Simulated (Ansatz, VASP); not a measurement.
# BN: VASP beside Ansatz

```xyz
4
Lattice="2.5040 0.0000 0.0000 -1.2520 2.1685 0.0000 0.0000 0.0000 6.6612" Properties=species:S:1:pos:R:3 pbc="T T T"
B    -0.3000    1.4457    1.6653
B     1.2519    0.7228    4.9959
N     0.0000    1.4457    4.9959
N     1.4836    0.7228    1.6653
```

Change from the starting cell: mode 9 (1350.8 1/cm) frozen in, largest displacement -0.300 Å.

Alike in both runs: task single point; functional LDA; k mesh 12 × 12 × 4; occupations gaussian, width 0.05 eV; no spin polarisation.

```csv
,VASP,Ansatz
version,VASP 6.6.1,Ansatz 0.2.0
potentials or method,"VASP PAW LDA potentials, release 64 (B, N), cutoff 520 eV","scalar-relativistic, plane waves, PAW"
valence electrons in the cell,16,16
```

Ansatz gave:

| Quantity | Value |
| --- | --- |
| gap on the k mesh at the Fermi level (eV) | 2.95 |
| least direct gap on the mesh (eV) | 3.76 |
| rms of the force components (eV/Å) | 16.909 |

Question: Which values does VASP return?

Answer: gap on the k mesh at the Fermi level (eV): 2.92; least direct gap on the mesh (eV): 3.74; rms of the force components (eV/Å): 17.413.

LDA's correlation is that of Perdew and Zunger in VASP and of Perdew and Wang (1992) in Ansatz. Atom by atom the forces differ by 0.504 eV/Å (rms over components).
